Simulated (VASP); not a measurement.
# As (P6_3/mmc) in VASP: further runs

As is run at these levels: revPBE; tasks: single point.

Everything below comes from runs of VASP 6.6.1. Logs are shortened: lines on timing, memory, paths and dates and some standing lists are left out, and cuts for length are marked.

### 1 The cell of the first run

Symmetry: P6_3/mmc, No. 194, hexagonal system. The conventional cell has a = 2.989 Å, b = 2.989 Å, c = 10.118 Å, α = 90.00°, β = 90.00°, γ = 120.00°. As (site symmetry -3m) has 12 As at 2.99 to 3.06 Å within 3.9 Å. Within 3.9 Å of As (site symmetry -6m2) lie 12 As at 2.99 to 3.06 Å.

### 2 Single point, revPBE

File INCAR:

```
SYSTEM = As
PREC = Accurate
ENCUT = 520
EDIFF = 1E-6
ISMEAR = -1
SIGMA = 0.1
LREAL = .FALSE.
LASPH = .TRUE.
NELM = 100
ALGO = Normal
ISIF = 2
LWAVE = .FALSE.
LCHARG = .FALSE.
GGA = RE
NBANDS = 18
```

File KPOINTS:

```
regular mesh
0
G
  12 12 4
  0 0 0
```

File POSCAR:

```
As
1.0
    2.9894665845      0.0000000000      0.0000000000
   -1.4947332922      2.5889540059      0.0000000000
    0.0000000000      0.0000000000     10.1176843270
As
4
Direct
    0.0000000000      0.0000000000      0.0000000000
    0.0000000000      0.0000000000      0.5000000000
    0.3333333333      0.6666666667      0.2500000000
    0.6666666667      0.3333333333      0.7500000000
```

Potentials or basis: VASP PAW PBE potentials, release 64 (As).

On the command line:

```bash
$ cat potpaw_PBE.64/As/POTCAR > POTCAR
$ mpirun -np 1 vasp_std > vasp.out
```

OUTCAR:

```text
SYSTEM = As
   PREC = Accurate
   ENCUT = 520
   EDIFF = 1E-6
   ISMEAR = -1
   LREAL = .FALSE.
   LASPH = .TRUE.
   NELM = 100
   ISIF = 2
   GGA = RE

 ion  position               nearest neighbor table
   1  0.000  0.000  0.000-
   2  0.000  0.000  0.500-
   3  0.333  0.667  0.250-
   4  0.667  0.333  0.750-

  LATTYP: Found a hexagonal cell.
 ALAT       =     2.9894665845
 C/A-ratio  =     3.3844446964

  Lattice vectors:

 A1 = (   2.9894665845,   0.0000000000,   0.0000000000)
 A2 = (  -1.4947332922,   2.5889540059,   0.0000000000)
 A3 = (   0.0000000000,   0.0000000000,  10.1176843270)

Analysis of symmetry for initial positions (statically):
=====================================================================
 Subroutine PRICEL returns:
 Original cell was already a primitive cell.

 Routine SETGRP: Setting up the symmetry group for a
 hexagonal supercell.

 Subroutine GETGRP returns: Found 24 space group operations
 (whereof 12 operations were pure point group operations)
 out of a pool of 24 trial point group operations.

The static configuration has the point symmetry D_3d.
 The point group associated with its full space group is D_6h.

Analysis of symmetry for dynamics (positions and initial velocities):
=====================================================================
 Subroutine PRICEL returns:
 Original cell was already a primitive cell.

 Routine SETGRP: Setting up the symmetry group for a
 hexagonal supercell.

 Subroutine GETGRP returns: Found 24 space group operations
 (whereof 12 operations were pure point group operations)
 out of a pool of 24 trial point group operations.

The dynamic configuration has the point symmetry D_3d.
 The point group associated with its full space group is D_6h.

 Subroutine INISYM returns: Found 24 space group operations
 (whereof 12 operations are pure point group operations),
 and found     1 'primitive' translations

----------------------------------------------------------------------------------------

                                     Primitive cell

  volume of cell :      78.3067
[... 86 lines left out ...]
   ICHARG =      2    charge: 1-file 2-atom 10-const
   ISPIN  =      1    spin polarized calculation?
   LNONCOLLINEAR =      F non collinear calculations
   LSORBIT =      F    spin-orbit coupling
   LASPH  =      T    aspherical Exc in radial PAW
   ENCUT  =  520.0 eV  38.22 Ry    6.18 a.u.   5.56  5.56 18.81*2*pi/ulx,y,z
   NELM   =    100;   NELMIN=  2; NELMDL= -5     # of ELM steps
   EDIFF  = 0.1E-05   stopping-criterion for ELM
   LREAL  =      F    real-space projection
   EDIFFG = 0.1E-04   stopping-criterion for IOM
   NSW    =      0    number of steps for IOM
   IBRION =     -1    ionic relax: 0-MD 1-quasi-New 2-CG
   NFREE  =      0    steps in history (QN), initial steepest desc. (CG)
   ISIF   =      2    stress and relaxation
   ISYM   =      2    0-nonsym 1-usesym 2-fastsym
   POTIM  = 0.5000    time-step for ionic-motion
   TEBEG  =    0.0;   TEEND  =   0.0 temperature during run
   PSTRESS=    0.0 pullay stress
   NELECT =      20.0000    total number of electrons
   NUPDOWN=      -1.0000    fix difference up-down
   EMIN   =  10.00;   EMAX   =-10.00  energy-range for DOS
   EFERMI =   0.00;   METHOD = LEGACY
   ISMEAR =    -1;   SIGMA  =   0.10  broadening in eV -4-tet -1-fermi 0-gaus
   EFERMI_NEDOS =   21; number of points for ismear=-14 and -15
   IALGO  =     38    algorithm
   IMIX   =      4    mixing-type and parameters
     AMIX     =   0.40;   BMIX     =  1.00
     AMIX_MAG =   1.60;   BMIX_MAG =  1.00
  volume/ion in A,a.u.               =      19.58       132.11
  Fermi-wavevector in a.u.,A,eV,Ry     =   1.038688  1.962836 14.678955  1.078873
  Thomas-Fermi vector in A             =   2.173184
   LORBIT       =      0    0 simple, 1 ext, 2 COOP (PROOUT), +10 PAW based schemes
   GGA     = RE    functional components
   LHFCALC =     F    Hartree Fock is set to
   AEXX    =    0.0000 exact exchange contribution
   IVDW    =     0    specifies the selected vdW correction
   LEPSILON=     F    determine dielectric tensor
   LRPA    =     F    only Hartree local field effects (RPA)
 non-spin polarized calculation
  energy-cutoff  :      520.00
  volume of cell :       78.31
 maximum number of plane-waves:      2142
 NGX is ok and might be reduce to    24
   NGX = 11   NGY = 11   NGZ = 37

 number of electron      20.0000005 magnetization

 Free energy of the ion-electron system (eV)
  ---------------------------------------------------
  ext. energy  EPLUGINS =         0.00000000
  ---------------------------------------------------
  free energy    TOTEN  =       -15.35533344 eV

  energy without entropy =      -15.29268683  energy(sigma->0) =      -15.32401013

 E-fermi :   6.3283     XC(G=0): -10.6296

 val. band max:        6.2840066472   @ k =   0.2500   0.1667   0.2500
 cond. band min:       6.3386715552   @ k =   0.1667   0.0833   0.2500
 fundamental gap:      0.0546649081
 Fermi energy:         6.3283203281

 k-point     1 :       0.0000    0.0000    0.0000
  band No.  band energies     occupation
      1      -8.5950      2.00000
      2      -7.2812      2.00000
      3      -7.2688      2.00000
      4      -4.7082      2.00000
      5      -0.3159      2.00000
      6       4.8927      2.00000
[... 481 lines left out ...]
      5       1.8817      2.00000
      6       2.4849      2.00000
[... 10 lines left out ...]
     17      12.7618      0.00000
     18      13.1984      0.00000

 [... further k-points ...]

------------------------ aborting loop because EDIFF is reached ----------------------------------------

  FORCE on cell =-STRESS in cart. coord.  units (eV):
  Direction    XX          YY          ZZ          XY          YZ          ZX
  --------------------------------------------------------------------------------------
  -------------------------------------------------------------------------------------
  Total       -0.0023247     -0.0023247      0.0179520     -0.0000000      0.0000000      0.0000000
  in kB       -0.0475636     -0.0475636      0.3673027     -0.0000000      0.0000000      0.0000000
  external PRESSURE =       0.0907252 kB  Pullay stress =       0.0000000 kB

 VOLUME and BASIS-vectors are now :
 -----------------------------------------------------------------------------
  energy-cutoff  :      520.00
  volume of cell :       78.31
      direct lattice vectors                 reciprocal lattice vectors
     2.989466585  0.000000000  0.000000000     0.334507837  0.193128190  0.000000000
    -1.494733292  2.588954006  0.000000000     0.000000000  0.386256379  0.000000000
     0.000000000  0.000000000 10.117684327     0.000000000  0.000000000  0.098836845

 POSITION                                       TOTAL-FORCE (eV/Angst)
 -----------------------------------------------------------------------------------
      0.00000      0.00000      0.00000         0.000000      0.000000      0.000000
      0.00000      0.00000      5.05884         0.000000      0.000000      0.000000
     -0.00000      1.72597      2.52942         0.000000      0.000000      0.000000
      1.49473      0.86298      7.58826        -0.000000     -0.000000     -0.000000
 -----------------------------------------------------------------------------------
    total drift:                               -0.000000      0.000000      0.000000

  FREE ENERGIE OF THE ION-ELECTRON SYSTEM (eV)
  ---------------------------------------------------
  free  energy   TOTEN  =       -15.3553334381 eV

  energy  without entropy=      -15.2926868279  energy(sigma->0) =      -15.32401013
```

Run time: 49 s. Hardware: 1 thread of Intel Xeon Platinum 8259CL at 2.50GHz (Skylake/Cascade Lake), shared host; peak memory 0.22 GiB.

What came out:

| Item | Value |
| --- | --- |
| Free energy | -15.3553 eV |
| Pressure | 0.0 GPa |
| Band gap on the k mesh | zero (band 10 reaches 11.23 eV, above the bottom of band 11 at 3.40 eV) |

Levels at points of the mesh, in eV from the Fermi level:
```
           k point  band 8  band 9  band 10  band 11  band 12  band 13
(0.00, 0.00, 0.00)    4.27    4.27     4.90     4.90     4.96     4.96
(0.50, 0.00, 0.00)   -4.10   -1.95    -1.09     0.81     1.72     2.00
(0.00, 0.00, 0.50)    2.53    4.45     4.45     4.45     4.45     5.48
(0.50, 0.00, 0.50)   -5.05   -0.54    -0.54     1.11     1.11     1.13
```

Caveat: the PAW data sets were made with another functional, which shifts forces and pressure a little.

### 3 Single point, revPBE (volume scaled by 0.88)

File INCAR:

```
PREC = Accurate
ENCUT = 520
EDIFF = 1E-6
ISMEAR = -1
SIGMA = 0.1
LREAL = False
LASPH = True
NELM = 60
ALGO = Normal
ISIF = 2
LWAVE = False
LCHARG = True
GGA = RE
LELF = True
LVHAR = True
NBANDS = 18
```

File KPOINTS:

```
regular mesh
0
Gamma
  14 14 4
```

File POSCAR:

```
As
1.0
    2.8647579110      0.0000000000      0.0000000000
   -1.4323789555      2.4809531266      0.0000000000
    0.0000000000      0.0000000000      9.6956147184
As
4
Direct
    0.0000000000      0.0000000000      0.0000000000
    0.0000000000      0.0000000000      0.5000000000
    0.3333333333      0.6666666667      0.2500000000
    0.6666666667      0.3333333333      0.7500000000
```

Potentials or basis: VASP PAW PBE potentials, release 64 (As).

On the command line:

```bash
$ cat potpaw_PBE.64/As/POTCAR > POTCAR
$ mpirun -np 1 vasp_std > vasp.out
```

Wall time 62 s (1 thread of Intel Xeon Platinum 8259CL at 2.50GHz (Skylake/Cascade Lake), shared host); peak memory 0.22 GiB.

It converged, with:

```
Free energy            : -15.0084 eV
Pressure               : 12.9 GPa
Band gap on the k mesh : zero (band 10 reaches 13.62 eV, above the bottom of band 11 at 4.84 eV)
```

Stress tensor (GPa, compression positive):
```
12.84  0.00  0.00
 0.00 12.84  0.00
 0.00  0.00 13.16
```

Levels at points of the mesh, in eV from the Fermi level:
```tsv
k point	band 6	band 7	band 8	band 9	band 10	band 11	band 12	band 13	band 14	band 15
(0.00, 0.00, 0.00)	-1.56	-1.55	5.00	5.00	5.74	5.74	5.83	5.83	5.97	6.78
(0.50, 0.00, 0.00)	-7.01	-5.05	-4.54	-2.38	-1.41	0.88	2.05	2.26	2.28	3.08
(0.00, 0.00, 0.50)	-5.52	2.96	2.96	5.22	5.22	5.22	5.22	6.45	6.45	6.45
(0.50, 0.00, 0.50)	-6.54	-5.78	-5.78	-0.63	-0.63	1.14	1.14	1.24	1.24	3.69
```

Caveat: the PAW data sets were made with another functional, which shifts forces and pressure a little.
